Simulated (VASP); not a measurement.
Write the native input for VASP 6.6.1 that does the following.

| Item | Value |
| --- | --- |
| Task | single point |
| Functional | PBE |
| Potentials or basis | VASP PAW PBE potentials, release 64 (Hf_pv, H) |
| Cutoff | 520 eV |
| k mesh | 6 × 6 × 6 |
| Occupations | gaussian, width 0.1 eV |
| Spin | no spin polarisation |
| Dipole correction | no |
| Further INCAR settings | ALGO = Normal; EDIFF = 1e-06; NBANDS = 18 |

The structure of Hf2H lies in POSCAR:

```
Hf2H
1.0
    0.0000000000      2.9715292600      2.9715292600
    2.9715292600      0.0000000000      2.9715292600
    2.9715292600      2.9715292600      0.0000000000
Hf H
2 1
Direct
    0.0000000000      0.0000000000      0.0000000000
    0.2500000000      0.2500000000      0.2500000000
    0.5000000000      0.5000000000      0.5000000000
```

One way to write it, as run:

INCAR

```
SYSTEM = Hf2H
PREC = Accurate ; ENCUT = 520
EDIFF = 1E-6 ; ISMEAR = 0
SIGMA = 0.1 ; LREAL = .False.
LASPH = .True. ; NELM = 80
ALGO = Normal ; ISIF = 2
LWAVE = .False. ; LCHARG = .True.
GGA = PE ; LELF = .True.
LVHAR = .True. ; NBANDS = 18
```

KPOINTS

```
Automatic mesh
0
Gamma
  6 6 6
  0 0 0
```

Potentials or basis: VASP PAW PBE potentials, release 64 (Hf_pv, H).

The run is started by

```sh
$ cat potpaw_PBE.64/Hf_pv/POTCAR potpaw_PBE.64/H/POTCAR > POTCAR
$ mpirun -np 1 vasp_std > vasp.out
```

Results of the run:

```yaml
Pressure: 15.2 GPa
```

Wall time 11 s on 1 thread of Intel(R) Xeon(R) Platinum 8488C (Sapphire Rapids), on a shared host, peak memory 0.17 GiB.
